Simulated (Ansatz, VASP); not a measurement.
**CsGa in VASP and in Ansatz**

```
CELL_PARAMETERS angstrom
4.43815 0.00000 0.00000
0.00000 4.43815 0.00000
0.00000 0.00000 4.46023
ATOMIC_POSITIONS crystal
Cs 0.50000 0.50000 0.50000
Ga 0.00000 0.00000 0.00000
```

Alike in both runs: functional PBE; k mesh 12 × 12 × 12; occupations gaussian, width 0.1 eV; no spin polarisation.

Ansatz relaxed the structure, and its values are those at the end. VASP's run is a single point on that final structure, the one shown.

|  | VASP | Ansatz |
| --- | --- | --- |
| version | VASP 6.6.1 | Ansatz 0.2.0 |
| potentials or method | VASP PAW PBE potentials, release 64 (Cs_sv, Ga_d), cutoff 520 eV | scalar-relativistic, plane waves, PAW |
| valence electrons in the cell | 22 | 22 |

|  | VASP | Ansatz | Ansatz less VASP |
| --- | --- | --- | --- |
| gap on the k mesh at the Fermi level (eV) | none | none | - |
| pressure (GPa) | 0.0 | 0.0 | -0.02 |

A gap of «none» marks a metal or a gap that the smearing closes. The functional is the same, so the differences come from potentials, cutoffs and numerics.

Spin-orbit coupling is off throughout.
